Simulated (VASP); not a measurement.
# Ga3MoRu (Pm-3m) in VASP: single point with PBE

Aim: the single point of Ga3MoRu with PBE.

All numbers are computed with VASP 6.6.1; they aren't measurements. Logs are shortened: lines on timing, memory, paths and dates and some standing lists are left out, and cuts for length are marked.

## (1) The cell of the first run

The structure is cubic, space group Pm-3m (No. 221). Conventional cell: a = 4.166 Å, b = 4.166 Å, c = 4.166 Å, α = 90.00°, β = 90.00°, γ = 90.00°. Within 2.8 Å of Ga (site symmetry 4/mmm) lie 2 Mo at 2.08 Å. Within 2.8 Å of Mo (site symmetry m-3m) lie 6 Ga at 2.08 Å. Within 3.9 Å of Ru (site symmetry m-3m) lie 12 Ga at 2.95 Å and 8 Mo at 3.61 Å.

## (2) Single point, PBE

INCAR reads:

```
SYSTEM = Ga3MoRu
  ALGO = Fast
  EDIFF = 1E-6
  ENCUT = 520
  GGA = PE
  ISIF = 2
  ISMEAR = 0
  LASPH = .True.
  LCHARG = .False.
  LREAL = .False.
  LWAVE = .False.
  NBANDS = 42
  NELM = 60
  PREC = Accurate
  SIGMA = 0.1
```

KPOINTS reads:

```
k-points
0
Gamma
  4 4 4
  0 0 0
```

POSCAR reads:

```
Ga3MoRu
1.0
    4.1655494000      0.0000000000      0.0000000000
    0.0000000000      4.1655494000      0.0000000000
    0.0000000000      0.0000000000      4.1655494000
Ga Mo Ru
3 1 1
Direct
    0.5000000000      0.5000000000      0.0000000000
    0.0000000000      0.5000000000      0.5000000000
    0.5000000000      0.0000000000      0.5000000000
    0.5000000000      0.5000000000      0.5000000000
    0.0000000000      0.0000000000      0.0000000000
```

Potentials or basis: VASP PAW PBE potentials, release 64 (Ga_d, Mo_sv, Ru_pv).

On the command line:

```
cat potpaw_PBE.64/Ga_d/POTCAR potpaw_PBE.64/Mo_sv/POTCAR potpaw_PBE.64/Ru_pv/POTCAR > POTCAR
mpirun -np 1 vasp_std > vasp.out
```

OUTCAR:

```text
SYSTEM = Ga3MoRu
   EDIFF = 1E-6
   ENCUT = 520
   GGA = PE
   ISIF = 2
   ISMEAR = 0
   LASPH = .True.
   LREAL = .False.
   NELM = 60
   PREC = Accurate

 ion  position               nearest neighbor table
   1  0.500  0.500  0.000-   4 2.08   4 2.08   5 2.95   5 2.95   5 2.95   5 2.95
   2  0.000  0.500  0.500-   4 2.08   4 2.08   5 2.95   5 2.95   5 2.95   5 2.95
   3  0.500  0.000  0.500-   4 2.08   4 2.08   5 2.95   5 2.95   5 2.95   5 2.95
   4  0.500  0.500  0.500-   1 2.08   2 2.08   3 2.08   1 2.08   3 2.08   2 2.08
   5  0.000  0.000  0.000-   1 2.95   2 2.95   3 2.95   2 2.95   3 2.95   1 2.95   2 2.95   2 2.95
                             1 2.95   3 2.95   3 2.95   1 2.95

  LATTYP: Found a simple cubic cell.
 ALAT       =     4.1655494000

  Lattice vectors:

 A1 = (   4.1655494000,   0.0000000000,   0.0000000000)
 A2 = (   0.0000000000,   4.1655494000,   0.0000000000)
 A3 = (   0.0000000000,   0.0000000000,   4.1655494000)

Analysis of symmetry for initial positions (statically):
=====================================================================
 Subroutine PRICEL returns:
 Original cell was already a primitive cell.

 Routine SETGRP: Setting up the symmetry group for a
 simple cubic supercell.

 Subroutine GETGRP returns: Found 48 space group operations
 (whereof 48 operations were pure point group operations)
 out of a pool of 48 trial point group operations.

The static configuration has the point symmetry O_h .

Analysis of symmetry for dynamics (positions and initial velocities):
=====================================================================
 Subroutine PRICEL returns:
 Original cell was already a primitive cell.

 Routine SETGRP: Setting up the symmetry group for a
 simple cubic supercell.

 Subroutine GETGRP returns: Found 48 space group operations
 (whereof 48 operations were pure point group operations)
 out of a pool of 48 trial point group operations.

The dynamic configuration has the point symmetry O_h .

 Subroutine INISYM returns: Found 48 space group operations
 (whereof 48 operations are pure point group operations),
 and found     1 'primitive' translations

----------------------------------------------------------------------------------------

                                     Primitive cell

  volume of cell :      72.2798

  direct lattice vectors                    reciprocal lattice vectors
     4.165549400  0.000000000  0.000000000     0.240064372  0.000000000  0.000000000
     0.000000000  4.165549400  0.000000000     0.000000000  0.240064372  0.000000000
     0.000000000  0.000000000  4.165549400     0.000000000  0.000000000  0.240064372

  length of vectors
     4.165549400  4.165549400  4.165549400     0.240064372  0.240064372  0.240064372

  position of ions in fractional coordinates (direct lattice)
     0.500000000  0.500000000  0.000000000
     0.000000000  0.500000000  0.500000000
     0.500000000  0.000000000  0.500000000
     0.500000000  0.500000000  0.500000000
     0.000000000  0.000000000  0.000000000

  ion indices of the primitive-cell ions
   primitive index   ion index
                 1           1
                 2           2
                 3           3
                 4           4
                 5           5

----------------------------------------------------------------------------------------

 KPOINTS: k-points

Automatic generation of k-mesh.
 Grid dimensions read from file:
 generate k-points for:    4    4    4

 Generating k-lattice:

  Cartesian coordinates                     Fractional coordinates (reciprocal lattice)
     0.060016093  0.000000000  0.000000000     0.250000000  0.000000000  0.000000000
     0.000000000  0.060016093  0.000000000     0.000000000  0.250000000  0.000000000
     0.000000000  0.000000000  0.060016093     0.000000000  0.000000000  0.250000000

  Length of vectors
     0.060016093  0.060016093  0.060016093

  Shift w.r.t. Gamma in fractional coordinates (k-lattice)
     0.000000000  0.000000000  0.000000000

 Subroutine IBZKPT returns following result:
 ===========================================

 Found     10 irreducible k-points:

 Following reciprocal coordinates:
            Coordinates               Weight
  0.000000  0.000000  0.000000      1.000000
  0.250000  0.000000  0.000000      6.000000
  0.500000  0.000000  0.000000      3.000000
  0.250000  0.250000  0.000000     12.000000
  0.500000  0.250000  0.000000     12.000000
  0.500000  0.500000  0.000000      3.000000
  0.250000  0.250000  0.250000      8.000000
  0.500000  0.250000  0.250000     12.000000
  0.500000  0.500000  0.250000      6.000000
  0.500000  0.500000  0.500000      1.000000
   k-points           NKPTS =     10   k-points in BZ     NKDIM =     10   number of bands    NBANDS=     42
   number of dos      NEDOS =    301   number of ions     NIONS =      5
   total plane-waves  NPLWV =  32768
   dimension x,y,z NGX =    32 NGY =   32 NGZ =   32
   dimension x,y,z NGXF=    64 NGYF=   64 NGZF=   64
   ions per type =               3   1   1
   NGX,Y,Z   is equivalent  to a cutoff of  12.77, 12.77, 12.77 a.u.
   NGXF,Y,Z  is equivalent  to a cutoff of  25.54, 25.54, 25.54 a.u.
 SYSTEM =  Ga3MoRu
   PREC   = accura    normal or accurate (medium, high low for compatibility)
   ISTART =      0    job   : 0-new  1-cont  2-samecut
   ICHARG =      2    charge: 1-file 2-atom 10-const
   ISPIN  =      1    spin polarized calculation?
   LNONCOLLINEAR =      F non collinear calculations
   LSORBIT =      F    spin-orbit coupling
   LASPH  =      T    aspherical Exc in radial PAW
   ENCUT  =  520.0 eV  38.22 Ry    6.18 a.u.   7.75  7.75  7.75*2*pi/ulx,y,z
   NELM   =     60;   NELMIN=  2; NELMDL= -5     # of ELM steps
   EDIFF  = 0.1E-05   stopping-criterion for ELM
   LREAL  =      F    real-space projection
   EDIFFG = 0.1E-04   stopping-criterion for IOM
   NSW    =      0    number of steps for IOM
   IBRION =     -1    ionic relax: 0-MD 1-quasi-New 2-CG
   NFREE  =      0    steps in history (QN), initial steepest desc. (CG)
   ISIF   =      2    stress and relaxation
   ISYM   =      2    0-nonsym 1-usesym 2-fastsym
   POTIM  = 0.5000    time-step for ionic-motion
   TEBEG  =    0.0;   TEEND  =   0.0 temperature during run
   PSTRESS=    0.0 pullay stress
   NELECT =      67.0000    total number of electrons
   NUPDOWN=      -1.0000    fix difference up-down
   EMIN   =  10.00;   EMAX   =-10.00  energy-range for DOS
   EFERMI =   0.00;   METHOD = LEGACY
   ISMEAR =     0;   SIGMA  =   0.10  broadening in eV -4-tet -1-fermi 0-gaus
   EFERMI_NEDOS =   21; number of points for ismear=-14 and -15
   IALGO  =     68    algorithm
   IMIX   =      4    mixing-type and parameters
     AMIX     =   0.40;   BMIX     =  1.00
     AMIX_MAG =   1.60;   BMIX_MAG =  1.00
  volume/ion in A,a.u.               =      14.46        97.55
  Fermi-wavevector in a.u.,A,eV,Ry     =   1.596225  3.016428 34.666756  2.547935
  Thomas-Fermi vector in A             =   2.694021
   LORBIT       =      0    0 simple, 1 ext, 2 COOP (PROOUT), +10 PAW based schemes
   GGA     = PE    functional components
   LHFCALC =     F    Hartree Fock is set to
   AEXX    =    0.0000 exact exchange contribution
   IVDW    =     0    specifies the selected vdW correction
   LEPSILON=     F    determine dielectric tensor
   LRPA    =     F    only Hartree local field effects (RPA)
 non-spin polarized calculation
 RMM-DIIS sequential band-by-band and
 Gauss-broadening in eV      SIGMA  =   0.10
  energy-cutoff  :      520.00
  volume of cell :       72.28
 maximum number of plane-waves:      1956
 NGX is ok and might be reduce to    32
   NGX = 15   NGY = 15   NGZ = 15

 number of electron      66.9999951 magnetization

 Free energy of the ion-electron system (eV)
  ---------------------------------------------------
  ext. energy  EPLUGINS =         0.00000000
  ---------------------------------------------------
  free energy    TOTEN  =       -17.51505374 eV

  energy without entropy =      -17.48086836  energy(sigma->0) =      -17.49796105

 E-fermi :   9.6106     XC(G=0): -12.7254

 val. band max:        9.4495526445   @ k =   0.5000   0.2500   0.2500
 cond. band min:       9.6187417048   @ k =   0.5000   0.2500   0.2500
 fundamental gap:      0.1691890603
 Fermi energy:         9.6105629223

 k-point     1 :       0.0000    0.0000    0.0000
  band No.  band energies     occupation
      1     -50.3189      2.00000
      2     -32.4350      2.00000
      3     -32.4350      2.00000
      4     -32.4350      2.00000
      5     -24.9495      2.00000
      6     -24.9495      2.00000
[... 34 lines left out ...]
     41      16.3378      0.00000
     42      16.3429      0.00000

 k-point     2 :       0.2500    0.0000    0.0000
  band No.  band energies     occupation
      1     -50.3181      2.00000
      2     -32.4370      2.00000
      3     -32.4349      2.00000
      4     -32.4349      2.00000
      5     -25.0144      2.00000
      6     -24.9513      2.00000
[... 34 lines left out ...]
     41      15.5977      0.00000
     42      16.4410      0.00000

 k-point     3 :       0.5000    0.0000    0.0000
  band No.  band energies     occupation
      1     -50.3172      2.00000
      2     -32.4390      2.00000
      3     -32.4348      2.00000
      4     -32.4348      2.00000
      5     -25.0783      2.00000
      6     -24.9532      2.00000
[... 34 lines left out ...]
     41      15.2210      0.00000
     42      16.4978      0.00000

 k-point     4 :       0.2500    0.2500    0.0000
  band No.  band energies     occupation
      1     -50.3172      2.00000
      2     -32.4369      2.00000
      3     -32.4369      2.00000
      4     -32.4348      2.00000
      5     -25.0162      2.00000
      6     -25.0159      2.00000
[... 34 lines left out ...]
     41      15.9294      0.00000
     42      16.4811      0.00000

 k-point     5 :       0.5000    0.2500    0.0000
  band No.  band energies     occupation
      1     -50.3163      2.00000
      2     -32.4388      2.00000
      3     -32.4367      2.00000
      4     -32.4346      2.00000
      5     -25.0797      2.00000
      6     -25.0177      2.00000
[... 34 lines left out ...]
     41      16.7824      0.00000
     42      17.7457      0.00000

 k-point     6 :       0.5000    0.5000    0.0000
  band No.  band energies     occupation
      1     -50.3155      2.00000
      2     -32.4387      2.00000
      3     -32.4387      2.00000
      4     -32.4345      2.00000
      5     -25.0812      2.00000
      6     -25.0812      2.00000
[... 34 lines left out ...]
     41      17.5138      0.00000
     42      18.5090      0.00000

 k-point     7 :       0.2500    0.2500    0.2500
  band No.  band energies     occupation
      1     -50.3163      2.00000
      2     -32.4368      2.00000
      3     -32.4366      2.00000
      4     -32.4366      2.00000
      5     -25.0178      2.00000
      6     -25.0177      2.00000
[... 34 lines left out ...]
     41      16.1590      0.00000
     42      16.2060      0.00000

 k-point     8 :       0.5000    0.2500    0.2500
  band No.  band energies     occupation
      1     -50.3154      2.00000
      2     -32.4386      2.00000
      3     -32.4366      2.00000
      4     -32.4364      2.00000
      5     -25.0813      2.00000
      6     -25.0195      2.00000
[... 34 lines left out ...]
     41      16.1392      0.00000
     42      16.6758      0.00000

 k-point     9 :       0.5000    0.5000    0.2500
  band No.  band energies     occupation
      1     -50.3146      2.00000
      2     -32.4384      2.00000
      3     -32.4384      2.00000
      4     -32.4363      2.00000
      5     -25.0830      2.00000
      6     -25.0830      2.00000
[... 34 lines left out ...]
     41      17.4640      0.00000
     42      17.4642      0.00000

 k-point    10 :       0.5000    0.5000    0.5000
  band No.  band energies     occupation
      1     -50.3136      2.00000
      2     -32.4381      2.00000
      3     -32.4381      2.00000
      4     -32.4381      2.00000
      5     -25.0847      2.00000
      6     -25.0847      2.00000
[... 34 lines left out ...]
     41      19.2175      0.00000
     42      19.2175      0.00000

------------------------ aborting loop because EDIFF is reached ----------------------------------------

  FORCE on cell =-STRESS in cart. coord.  units (eV):
  Direction    XX          YY          ZZ          XY          YZ          ZX
  --------------------------------------------------------------------------------------
  -------------------------------------------------------------------------------------
  Total       31.3700612     31.3700612     31.3700612     -0.0000000      0.0000000     -0.0000000
  in kB      695.3590014    695.3590014    695.3590014     -0.0000000      0.0000000     -0.0000000
  external PRESSURE =     695.3590014 kB  Pullay stress =       0.0000000 kB

 VOLUME and BASIS-vectors are now :
 -----------------------------------------------------------------------------
  energy-cutoff  :      520.00
  volume of cell :       72.28
      direct lattice vectors                 reciprocal lattice vectors
     4.165549400  0.000000000  0.000000000     0.240064372  0.000000000  0.000000000
     0.000000000  4.165549400  0.000000000     0.000000000  0.240064372  0.000000000
     0.000000000  0.000000000  4.165549400     0.000000000  0.000000000  0.240064372

 POSITION                                       TOTAL-FORCE (eV/Angst)
 -----------------------------------------------------------------------------------
      2.08277      2.08277      0.00000         0.000000      0.000000      0.000000
      0.00000      2.08277      2.08277         0.000000      0.000000      0.000000
      2.08277      0.00000      2.08277         0.000000      0.000000      0.000000
      2.08277      2.08277      2.08277         0.000000      0.000000      0.000000
      0.00000      0.00000      0.00000         0.000000      0.000000      0.000000
 -----------------------------------------------------------------------------------
    total drift:                                0.000000     -0.000000     -0.000000

  FREE ENERGIE OF THE ION-ELECTRON SYSTEM (eV)
  ---------------------------------------------------
  free  energy   TOTEN  =       -17.5150537398 eV

  energy  without entropy=      -17.4808683636  energy(sigma->0) =      -17.49796105
```

Run time: 91 s. Hardware: 1 thread of AMD EPYC 7R13, shared host; peak memory 0.16 GiB.

Results:

* Free energy: -17.5151 eV
* Pressure: 69.5 GPa

Caveat: the k points lie up to 0.38 Å⁻¹ apart.
